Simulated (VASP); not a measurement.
Write the native input for VASP 6.6.1 that does the following.

```
Task                   : single point
Functional             : LDA
Potentials or basis    : VASP PAW LDA potentials, release 64 (Na_pv, H, F)
Cutoff                 : 520 eV
k mesh                 : 10 × 10 × 10
Occupations            : fermi-dirac, width 0.02 eV
Spin                   : no spin polarisation
Dipole correction      : no
Further INCAR settings : ALGO = Normal; EDIFF = 1e-06; NBANDS = 19
```

The structure of NaHF2 lies in POSCAR:

```
NaHF2
1.0
    1.7226644207      0.9945807670      4.6233559652
   -1.7226644207      0.9945807670      4.6233559652
    0.0000000000     -1.9891615341      4.6233559652
Na H F
1 1 2
Direct
    0.0000000000      0.0000000000      0.0000000000
    0.5000000000      0.5000000000      0.5000000000
    0.4100000000      0.4100000000      0.4100000000
    0.5900000000      0.5900000000      0.5900000000
```

These files were run (other wordings do the same):

INCAR

```
PREC     = Accurate       # precision mode
ENCUT    = 520            # plane-wave cutoff, eV
EDIFF    = 1E-6           # SCF threshold, eV
ISMEAR   = -1             # smearing method
SIGMA    = 0.02           # smearing width, eV
LREAL    = False          # projectors in reciprocal space
LASPH    = True           # aspherical terms in the spheres
NELM     = 80             # most SCF steps
ALGO     = Normal         # electronic algorithm
ISIF     = 2              # what is computed and relaxed
LWAVE    = False          # write WAVECAR
LCHARG   = False          # write CHGCAR
NBANDS   = 19             # bands
```

KPOINTS

```
regular mesh
0
Gamma
  10 10 10
```

Potentials or basis: VASP PAW LDA potentials, release 64 (Na_pv, H, F).

The run is started by

```console
$ cat potpaw_LDA.64/Na_pv/POTCAR potpaw_LDA.64/H/POTCAR potpaw_LDA.64/F/POTCAR > POTCAR
$ mpirun -np 1 vasp_std > vasp.out
```

It gave:

- Pressure: -6.7 GPa
- Largest force: 2.099 eV/Å
- Band gap on the k mesh: 6.36 eV (least direct gap 6.66 eV)

Caveat: the stress differs along the axes, from -17 to -1 GPa; forces of over 1 eV/Å act on the atoms, so gaps and moduli don't describe the material at rest.

Wall time 3 min on 1 thread of Oxide Virtual Turin-like Processor (shared host), peak memory 0.21 GiB.
